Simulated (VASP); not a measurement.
# Au (Fm-3m) in VASP: notebook

Runs on Au. Level: PBEsol. Tasks: single point, relaxation of cell and atoms.

Everything below comes from runs of VASP 6.6.1. Logs are shortened: lines on timing, memory, paths and dates and some standing lists are left out, and cuts for length are marked.

### Step 1. The cell of the first run

Symmetry: Fm-3m, No. 225, cubic system. The conventional cell has a = 4.082 Å, b = 4.082 Å, c = 4.082 Å, α = 90.00°, β = 90.00°, γ = 90.00°. Within 3.8 Å of Au (site symmetry m-3m) lie 12 Au at 2.89 Å.

### Step 2. Single point, PBEsol

Input file INCAR:

```
  PREC = Accurate
  ENCUT = 500
  EDIFF = 1E-6
  ISMEAR = -1
  SIGMA = 0.1
  LREAL = F
  LASPH = T
  NELM = 120
  ALGO = Normal
  ISIF = 2
  LWAVE = F
  LCHARG = F
  GGA = PS
  NBANDS = 12
  GGA_COMPAT = F
```

Input file KPOINTS:

```
regular mesh
0
Gamma
  9 9 9
```

Input file POSCAR:

```
Au
1.0
    0.0000000000      2.0409963390      2.0409963390
    2.0409963390      0.0000000000      2.0409963390
    2.0409963390      2.0409963390      0.0000000000
Au
1
Direct
    0.0000000000      0.0000000000      0.0000000000
```

Potentials or basis: VASP PAW PBE potentials, release 64 (Au).

Run with:

```console
$ cat potpaw_PBE.64/Au/POTCAR > POTCAR
$ mpirun -np 1 vasp_std > vasp.out
```

OUTCAR:

```text
PREC = Accurate
   ENCUT = 500
   EDIFF = 1E-6
   ISMEAR = -1
   LREAL = F
   LASPH = T
   NELM = 120
   ISIF = 2
   GGA = PS

 ion  position               nearest neighbor table
   1  0.000  0.000  0.000-

  LATTYP: Found a face centered cubic cell.
 ALAT       =     4.0819926780

  Lattice vectors:

 A1 = (   0.0000000000,   2.0409963390,   2.0409963390)
 A2 = (   2.0409963390,   0.0000000000,   2.0409963390)
 A3 = (   2.0409963390,   2.0409963390,   0.0000000000)

Analysis of symmetry for initial positions (statically):
=====================================================================
 Subroutine PRICEL returns:
 Original cell was already a primitive cell.

 Routine SETGRP: Setting up the symmetry group for a
 face centered cubic supercell.

 Subroutine GETGRP returns: Found 48 space group operations
 (whereof 48 operations were pure point group operations)
 out of a pool of 48 trial point group operations.

The static configuration has the point symmetry O_h .

Analysis of symmetry for dynamics (positions and initial velocities):
=====================================================================
 Subroutine PRICEL returns:
 Original cell was already a primitive cell.

 Routine SETGRP: Setting up the symmetry group for a
 face centered cubic supercell.

 Subroutine GETGRP returns: Found 48 space group operations
 (whereof 48 operations were pure point group operations)
 out of a pool of 48 trial point group operations.

The dynamic configuration has the point symmetry O_h .

 Subroutine INISYM returns: Found 48 space group operations
 (whereof 48 operations are pure point group operations),
 and found     1 'primitive' translations

----------------------------------------------------------------------------------------

                                     Primitive cell

  volume of cell :      17.0042

  direct lattice vectors                    reciprocal lattice vectors
     0.000000000  2.040996339  2.040996339    -0.244978391  0.244978391  0.244978391
     2.040996339  0.000000000  2.040996339     0.244978391 -0.244978391  0.244978391
     2.040996339  2.040996339  0.000000000     0.244978391  0.244978391 -0.244978391

  length of vectors
     2.886404703  2.886404703  2.886404703     0.424315021  0.424315021  0.424315021

  position of ions in fractional coordinates (direct lattice)
     0.000000000  0.000000000  0.000000000

  ion indices of the primitive-cell ions
   primitive index   ion index
                 1           1

----------------------------------------------------------------------------------------

 KPOINTS: regular mesh

Automatic generation of k-mesh.
 Grid dimensions read from file:
 generate k-points for:    9    9    9

 Generating k-lattice:

  Cartesian coordinates                     Fractional coordinates (reciprocal lattice)
    -0.027219821  0.027219821  0.027219821     0.111111111  0.000000000  0.000000000
     0.027219821 -0.027219821  0.027219821     0.000000000  0.111111111  0.000000000
     0.027219821  0.027219821 -0.027219821     0.000000000  0.000000000  0.111111111

  Length of vectors
     0.047146113  0.047146113  0.047146113

  Shift w.r.t. Gamma in fractional coordinates (k-lattice)
     0.000000000  0.000000000  0.000000000

 Subroutine IBZKPT returns following result:
 ===========================================

 Found     35 irreducible k-points:

 Following reciprocal coordinates:
            Coordinates               Weight
  0.000000  0.000000  0.000000      1.000000
  0.111111  0.000000  0.000000      8.000000
  0.222222  0.000000  0.000000      8.000000
  0.333333  0.000000  0.000000      8.000000
  0.444444  0.000000  0.000000      8.000000
  0.111111  0.111111  0.000000      6.000000
[... 16 lines left out ...]
 -0.333333  0.333333  0.000000     12.000000
  0.444444  0.444444  0.000000      6.000000
 [... further k-points ...]
   k-points           NKPTS =     35   k-points in BZ     NKDIM =     35   number of bands    NBANDS=     12
   number of dos      NEDOS =    301   number of ions     NIONS =      1
   total plane-waves  NPLWV =  13824
   dimension x,y,z NGX =    24 NGY =   24 NGZ =   24
   dimension x,y,z NGXF=    48 NGYF=   48 NGZF=   48
   ions per type =               1
   NGX,Y,Z   is equivalent  to a cutoff of  13.82, 13.82, 13.82 a.u.
   NGXF,Y,Z  is equivalent  to a cutoff of  27.65, 27.65, 27.65 a.u.
 SYSTEM =  unknown system
   PREC   = accura    normal or accurate (medium, high low for compatibility)
   ISTART =      0    job   : 0-new  1-cont  2-samecut
   ICHARG =      2    charge: 1-file 2-atom 10-const
   ISPIN  =      1    spin polarized calculation?
   LNONCOLLINEAR =      F non collinear calculations
   LSORBIT =      F    spin-orbit coupling
   LASPH  =      T    aspherical Exc in radial PAW
   ENCUT  =  500.0 eV  36.75 Ry    6.06 a.u.   5.26  5.26  5.26*2*pi/ulx,y,z
   NELM   =    120;   NELMIN=  2; NELMDL= -5     # of ELM steps
   EDIFF  = 0.1E-05   stopping-criterion for ELM
   LREAL  =      F    real-space projection
   EDIFFG = 0.1E-04   stopping-criterion for IOM
   NSW    =      0    number of steps for IOM
   IBRION =     -1    ionic relax: 0-MD 1-quasi-New 2-CG
   NFREE  =      0    steps in history (QN), initial steepest desc. (CG)
   ISIF   =      2    stress and relaxation
   ISYM   =      2    0-nonsym 1-usesym 2-fastsym
   POTIM  = 0.5000    time-step for ionic-motion
   TEBEG  =    0.0;   TEEND  =   0.0 temperature during run
   PSTRESS=    0.0 pullay stress
   NELECT =      11.0000    total number of electrons
   NUPDOWN=      -1.0000    fix difference up-down
   EMIN   =  10.00;   EMAX   =-10.00  energy-range for DOS
   EFERMI =   0.00;   METHOD = LEGACY
   ISMEAR =    -1;   SIGMA  =   0.10  broadening in eV -4-tet -1-fermi 0-gaus
   EFERMI_NEDOS =   21; number of points for ismear=-14 and -15
   IALGO  =     38    algorithm
   IMIX   =      4    mixing-type and parameters
     AMIX     =   0.40;   BMIX     =  1.00
     AMIX_MAG =   1.60;   BMIX_MAG =  1.00
  volume/ion in A,a.u.               =      17.00       114.75
  Fermi-wavevector in a.u.,A,eV,Ry     =   1.415860  2.675587 27.275031  2.004658
  Thomas-Fermi vector in A             =   2.537254
   LORBIT       =      0    0 simple, 1 ext, 2 COOP (PROOUT), +10 PAW based schemes
   GGA     = PS    functional components
   LHFCALC =     F    Hartree Fock is set to
   AEXX    =    0.0000 exact exchange contribution
   IVDW    =     0    specifies the selected vdW correction
   LEPSILON=     F    determine dielectric tensor
   LRPA    =     F    only Hartree local field effects (RPA)
 non-spin polarized calculation
  energy-cutoff  :      500.00
  volume of cell :       17.00
 maximum number of plane-waves:       444
 NGX is ok and might be reduce to    24
   NGX = 11   NGY = 11   NGZ = 11

 number of electron      11.0000000 magnetization

 Free energy of the ion-electron system (eV)
  ---------------------------------------------------
  ext. energy  EPLUGINS =         0.00000000
  ---------------------------------------------------
  free energy    TOTEN  =        -3.94945652 eV

  energy without entropy =       -3.94662239  energy(sigma->0) =       -3.94803946

 E-fermi :   9.2827     XC(G=0): -12.8968

 val. band max:        8.9204974349   @ k =   0.4444   0.3333   0.0000
 cond. band min:       9.3388028265   @ k =   0.4444   0.4444   0.0000
 fundamental gap:      0.4183053916
 Fermi energy:         9.2826875559

 k-point     1 :       0.0000    0.0000    0.0000
  band No.  band energies     occupation
      1      -0.6286      2.00000
      2       4.6284      2.00000
      3       4.6284      2.00000
      4       4.6284      2.00000
      5       6.1631      2.00000
      6       6.1631      2.00000
      7      23.8142      0.00000
      8      27.8180      0.00000
      9      27.8180      0.00000
     10      27.8180      0.00000
     11      32.6917      0.00000
     12      37.3821      0.00000

 k-point     2 :       0.1111    0.0000    0.0000
  band No.  band energies     occupation
      1      -0.2044      2.00000
      2       4.4997      2.00000
      3       4.7647      2.00000
      4       4.7647      2.00000
      5       6.1098      2.00000
      6       6.1098      2.00000
      7      24.2396      0.00000
      8      25.6203      0.00000
      9      28.3146      0.00000
     10      28.3146      0.00000
     11      33.0952      0.00000
     12      35.3984      0.00000

 k-point     3 :       0.2222    0.0000    0.0000
  band No.  band energies     occupation
      1       0.8865      2.00000
      2       4.3982      2.00000
      3       4.9229      2.00000
      4       4.9229      2.00000
      5       6.2189      2.00000
      6       6.2189      2.00000
      7      21.5305      0.00000
      8      24.9988      0.00000
      9      29.2601      0.00000
     10      29.2601      0.00000
     11      30.9879      0.00000
     12      32.6641      0.00000

 k-point     4 :       0.3333    0.0000    0.0000
  band No.  band energies     occupation
      1       1.7968      2.00000
      2       4.7824      2.00000
      3       4.7824      2.00000
      4       5.3215      2.00000
      5       6.7763      2.00000
      6       6.7763      2.00000
      7      17.1690      0.00000
      8      24.1491      0.00000
      9      28.1417      0.00000
     10      28.1417      0.00000
     11      32.4663      0.00000
     12      32.8009      0.00000

 k-point     5 :       0.4444    0.0000    0.0000
  band No.  band energies     occupation
      1       1.9623      2.00000
      2       4.6163      2.00000
      3       4.6163      2.00000
      4       7.2937      2.00000
      5       7.2937      2.00000
      6       7.6061      2.00000
      7      13.2500      0.00000
      8      23.3589      0.00000
      9      26.6382      0.00000
     10      26.6382      0.00000
     11      34.0364      0.00000
     12      34.0364      0.00000
[... 228 lines left out ...]
      1       2.5555      2.00000
      2       2.9253      2.00000
      3       6.1200      2.00000
      4       6.6752      2.00000
      5       7.4551      2.00000
      6       8.9205      1.94793
      7      17.6286      0.00000
      8      20.0377      0.00000
      9      20.8980      0.00000
     10      26.8690      0.00000
     11      29.3054      0.00000
     12      36.5668      0.00000

 k-point    22 :      -0.4444    0.3333    0.0000
  band No.  band energies     occupation
      1       2.7694      2.00000
      2       3.3446      2.00000
      3       5.5709      2.00000
      4       6.4174      2.00000
      5       7.4096      2.00000
      6      12.0658      0.00000
      7      14.2715      0.00000
      8      18.0244      0.00000
      9      21.5816      0.00000
     10      26.8922      0.00000
     11      32.3173      0.00000
     12      35.5939      0.00000

 k-point    23 :      -0.3333    0.3333    0.0000
  band No.  band energies     occupation
      1       3.1371      2.00000
      2       3.9477      2.00000
      3       4.8162      2.00000
      4       6.0453      2.00000
      5       6.9210      2.00000
      6      11.7179      0.00000
      7      15.7379      0.00000
      8      16.4499      0.00000
      9      23.5935      0.00000
     10      26.2875      0.00000
     11      34.5425      0.00000
     12      35.0411      0.00000

 k-point    24 :       0.4444    0.4444    0.0000
  band No.  band energies     occupation
      1       2.2710      2.00000
      2       2.6019      2.00000
      3       7.2914      2.00000
      4       7.5542      2.00000
      5       7.5542      2.00000
      6       9.3388      0.72656
      7      16.2503      0.00000
      8      19.5783      0.00000
      9      19.5783      0.00000
     10      26.3916      0.00000
     11      28.9984      0.00000
     12      37.0117      0.00000

 [... further k-points ...]

------------------------ aborting loop because EDIFF is reached ----------------------------------------

  FORCE on cell =-STRESS in cart. coord.  units (eV):
  Direction    XX          YY          ZZ          XY          YZ          ZX
  --------------------------------------------------------------------------------------
  -------------------------------------------------------------------------------------
  Total       -0.0292677     -0.0292677     -0.0292677     -0.0000000      0.0000000     -0.0000000
  in kB       -2.7576742     -2.7576742     -2.7576742     -0.0000000      0.0000000     -0.0000000
  external PRESSURE =      -2.7576742 kB  Pullay stress =       0.0000000 kB

 VOLUME and BASIS-vectors are now :
 -----------------------------------------------------------------------------
  energy-cutoff  :      500.00
  volume of cell :       17.00
      direct lattice vectors                 reciprocal lattice vectors
     0.000000000  2.040996339  2.040996339    -0.244978391  0.244978391  0.244978391
     2.040996339  0.000000000  2.040996339     0.244978391 -0.244978391  0.244978391
     2.040996339  2.040996339  0.000000000     0.244978391  0.244978391 -0.244978391

 POSITION                                       TOTAL-FORCE (eV/Angst)
 -----------------------------------------------------------------------------------
      0.00000      0.00000      0.00000        -0.000000      0.000000      0.000000
 -----------------------------------------------------------------------------------
    total drift:                                0.000000     -0.000000     -0.000000

  FREE ENERGIE OF THE ION-ELECTRON SYSTEM (eV)
  ---------------------------------------------------
  free  energy   TOTEN  =        -3.9494565243 eV

  energy  without entropy=       -3.9466223939  energy(sigma->0) =       -3.94803946
```

Run time: 3.4 s. Hardware: 1 thread of AMD EPYC 9R45 (Zen 5), shared host; peak memory 0.11 GiB.

What came out:

```
Free energy            : -3.9495 eV
Pressure               : -0.3 GPa
Band gap on the k mesh : zero (an odd number of electrons rules out a gap without spin polarisation)
```

Caveat: the PAW data sets were made with another functional, which shifts forces and pressure a little; spin-orbit coupling is left out, which moves the levels of the heavy elements.

(Part 1 of 2 ends here.)

The gap in the log of VASP goes by the Fermi energy; the results here count the filled bands.